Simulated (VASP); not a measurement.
# HfN (P6_3/mmc) in VASP: notebook, part 2 of 2

VASP 6.6.1.

### 3 Single point, PBEsol

This run uses another cell than the first one, of 11.43 Å³/atom, 1.024 times its volume.

Input file INCAR:

```
SYSTEM = HfN
  ALGO = Normal
  EDIFF = 1E-6
  ENCUT = 520
  GGA = PS
  ISIF = 2
  ISMEAR = 1
  LASPH = .TRUE.
  LCHARG = .FALSE.
  LREAL = .FALSE.
  LWAVE = .FALSE.
  NBANDS = 23
  NELM = 100
  PREC = Accurate
  SIGMA = 0.1
```

Input file KPOINTS:

```
k-points
0
G
  8 8 4
  0 0 0
```

Input file POSCAR:

```
HfN
1.0
    3.1265383462      0.0000000000      0.0000000000
   -1.5632691731      2.7076616337      0.0000000000
    0.0000000000      0.0000000000      5.3995452064
Hf N
2 2
Direct
    0.6666666667      0.3333333333      0.7500000000
    0.3333333333      0.6666666667      0.2500000000
    0.0000000000      0.0000000000      0.0000000000
    0.0000000000      0.0000000000      0.5000000000
```

Potentials or basis: VASP PAW PBE potentials, release 64 (Hf_pv, N).

The run is started by

```console
$ cat potpaw_PBE.64/Hf_pv/POTCAR potpaw_PBE.64/N/POTCAR > POTCAR
$ mpirun -np 1 vasp_std > vasp.out
```

OUTCAR:

```text
SYSTEM = HfN
   EDIFF = 1E-6
   ENCUT = 520
   GGA = PS
   ISIF = 2
   ISMEAR = 1
   LASPH = .TRUE.
   LREAL = .FALSE.
   NELM = 100
   PREC = Accurate

 ion  position               nearest neighbor table
   1  0.667  0.333  0.750-   3 2.25   4 2.25   3 2.25   4 2.25   3 2.25   4 2.25   2 3.25   2 3.25
                             2 3.25   2 3.25   2 3.25   2 3.25
   2  0.333  0.667  0.250-   3 2.25   4 2.25   3 2.25   4 2.25   3 2.25   4 2.25   1 3.25   1 3.25
                             1 3.25   1 3.25   1 3.25   1 3.25
   3  0.000  0.000  0.000-   1 2.25   2 2.25   2 2.25   1 2.25   1 2.25   2 2.25
[... 830 lines left out ...]
  --------------------------------------------------------------------------------------
  -------------------------------------------------------------------------------------
  Total       -0.5564754     -0.5564754     -0.5976182      0.0000000      0.0000000      0.0000000
  in kB      -19.5047883    -19.5047883    -20.9468663      0.0000000      0.0000000      0.0000000
  external PRESSURE =     -19.9854809 kB  Pullay stress =       0.0000000 kB

 VOLUME and BASIS-vectors are now :
 -----------------------------------------------------------------------------
  energy-cutoff  :      520.00
  volume of cell :       45.71
      direct lattice vectors                 reciprocal lattice vectors
     3.126538346  0.000000000  0.000000000     0.319842551  0.184661183  0.000000000
    -1.563269173  2.707661634  0.000000000     0.000000000  0.369322366  0.000000000
     0.000000000  0.000000000  5.399545206     0.000000000  0.000000000  0.185200783

 POSITION                                       TOTAL-FORCE (eV/Angst)
 -----------------------------------------------------------------------------------
      1.56327      0.90255      4.04966        -0.000000      0.000000      0.000000
     -0.00000      1.80511      1.34989         0.000000     -0.000000      0.000000
      0.00000      0.00000      0.00000         0.000000      0.000000      0.000000
      0.00000      0.00000      2.69977         0.000000      0.000000      0.000000
 -----------------------------------------------------------------------------------
    total drift:                               -0.000000      0.000000     -0.000000

  FREE ENERGIE OF THE ION-ELECTRON SYSTEM (eV)
  ---------------------------------------------------
  free  energy   TOTEN  =       -45.8340056050 eV

  energy  without entropy=      -45.8283129654  energy(sigma->0) =      -45.83210806
```

stdout:

```text
POSCAR found type information on POSCAR HfN
 POSCAR found :  2 types and       4 ions
 scaLAPACK will be used
 -----------------------------------------------------------------------------
|                                                                             |
|                                                                             |
|     You enforced a specific xc type in the INCAR file but a different       |
|     I HOPE YOU KNOW WHAT YOU ARE DOING!                                     |
|                                                                             |
 -----------------------------------------------------------------------------

 LDA part: xc-table for (Slater+PW92), standard interpolation
 POSCAR, INCAR and KPOINTS ok, starting setup
 FFT: planning ... GRIDC
 FFT: planning ... GRID_SOFT
 FFT: planning ... GRID
 WAVECAR not read
 entering main loop
```

Wall time 36 s (1 thread of Intel Xeon 8259CL, shared host); peak memory 0.18 GiB.

What came out:

```yaml
Free_energy: -45.8340 eV
Pressure: -2.0 GPa
Band_gap_on_the_k_mesh: zero (band 15 reaches 9.71 eV, above the bottom of band 16 at 7.38 eV)
```

Levels at points of the mesh, in eV from the Fermi level:
```tsv
k point	band 12	band 13	band 14	band 15	band 16	band 17	band 18	band 19
(0.00, 0.00, 0.00)	-3.42	-3.42	-1.53	-0.46	0.88	0.88	1.28	2.01
(0.50, 0.00, 0.00)	-5.34	-3.08	-2.66	-2.23	2.66	2.94	4.66	4.87
(0.00, 0.00, 0.50)	-4.23	-4.23	-4.23	2.06	2.06	3.10	3.10	3.10
(0.50, 0.00, 0.50)	-5.33	-4.32	-4.32	-0.10	-0.10	4.95	4.95	5.02
```

Caveat: the PAW data sets were made with another functional, which shifts forces and pressure a little; spin-orbit coupling is left out, which moves the levels of the heavy elements.

### 4 Single point, BLYP+D3(BJ)

This run uses another cell than the first one, of 11.58 Å³/atom, 1.038 times its volume.

Input file INCAR:

```
PREC     = Accurate       # precision mode
ENCUT    = 520            # plane-wave cutoff, eV
EDIFF    = 1E-7           # SCF threshold, eV
ISMEAR   = 1              # smearing method
SIGMA    = 0.1            # smearing width, eV
LREAL    = F              # projectors in reciprocal space
LASPH    = T              # aspherical terms in the spheres
NELM     = 100            # most SCF steps
ALGO     = Normal         # electronic algorithm
ISIF     = 2              # what is computed and relaxed
LWAVE    = F              # write WAVECAR
LCHARG   = T              # write CHGCAR
GGA      = B5             # functional
ALDAX    = 1.0          
AGGAX    = 1.0          
AGGAC    = 1.0          
ALDAC    = 0.0          
IVDW     = 12             # dispersion correction
VDW_S6   = 1.0          
VDW_S8   = 2.6996       
VDW_A1   = 0.4298       
VDW_A2   = 4.2359       
LELF     = T              # ELF
LVHAR    = T            
NBANDS   = 23             # bands
```

Input file KPOINTS:

```
regular mesh
0
Gamma
  8 8 4
```

Input file POSCAR:

```
HfN
1.0
    3.1331642561      0.0000000000      0.0000000000
   -1.5665821281      2.7133998400      0.0000000000
    0.0000000000      0.0000000000      5.4502803726
Hf N
2 2
Direct
    0.6666666667      0.3333333333      0.7500000000
    0.3333333333      0.6666666667      0.2500000000
    0.0000000000      0.0000000000      0.0000000000
    0.0000000000      0.0000000000      0.5000000000
```

The run is started by

```console
$ cat potpaw_PBE.64/Hf_pv/POTCAR potpaw_PBE.64/N/POTCAR > POTCAR
$ mpirun -np 1 vasp_std > vasp.out
```

Run time: 62 s. Hardware: 1 thread of Intel Xeon 8259CL, shared host; peak memory 0.19 GiB.

Results (log left out):

```yaml
Free_energy: -43.4318 eV
Pressure: -1.3 GPa
Band_gap_on_the_k_mesh: zero (band 15 reaches 10.16 eV, above the bottom of band 16 at 7.97 eV)
Dispersion_energy_per_atom: -0.900 eV
```

Stress tensor (GPa, compression positive):
```
-1.28  0.00  0.00
 0.00 -1.28  0.00
 0.00  0.00 -1.44
```

Levels at points of the mesh, in eV from the Fermi level:
```tsv
k point	band 11	band 12	band 13	band 14	band 15	band 16	band 17	band 18	band 19	band 20
(0.00, 0.00, 0.00)	-4.54	-3.45	-3.45	-1.68	-0.49	0.86	0.86	1.43	2.03	2.03
(0.50, 0.00, 0.00)	-5.52	-5.29	-3.10	-2.52	-2.37	2.49	2.95	4.53	4.63	5.48
(0.00, 0.00, 0.50)	-4.20	-4.20	-4.20	-4.20	1.91	1.91	2.94	2.94	2.94	2.94
(0.50, 0.00, 0.50)	-5.27	-5.27	-4.30	-4.30	-0.06	-0.06	4.80	4.80	4.85	4.85
```

Caveat: the PAW data sets were made with another functional, which shifts forces and pressure a little; spin-orbit coupling is left out, which moves the levels of the heavy elements; pairwise dispersion overbinds metals, which lowers pressure and volume.

### 5 Overview

| level | potentials or basis | cell | gap on the mesh (eV) | pressure (GPa) |
| --- | --- | --- | --- | --- |
| LDA | VASP PAW LDA potentials, release 64 (Hf_pv, N) | a = 3.100, b = 3.100, c = 5.364 Å, angles 90.0, 90.0, 120.0°, 4 atoms | none | -1.1 |
| PBEsol | VASP PAW PBE potentials, release 64 (Hf_pv, N) | a = 3.127, b = 3.127, c = 5.400 Å, angles 90.0, 90.0, 120.0°, 4 atoms | none | -2.0 |
| BLYP+D3(BJ) | VASP PAW PBE potentials, release 64 (Hf_pv, N) | a = 3.133, b = 3.133, c = 5.450 Å, angles 90.0, 90.0, 120.0°, 4 atoms | none | -1.3 |

Alike in all rows: task single point; no spin polarisation; k mesh 8 × 8 × 4; cutoff (eV) 520; smearing methfessel-paxton 0.1 eV.

Caveats: spin-orbit coupling is left out, which moves the levels of the heavy elements; the PAW data sets were made with another functional, which shifts forces and pressure a little (some runs); pairwise dispersion overbinds metals, which lowers pressure and volume (some runs).

Total energies depend on the potentials used, so only differences within one code and one set of settings carry meaning.
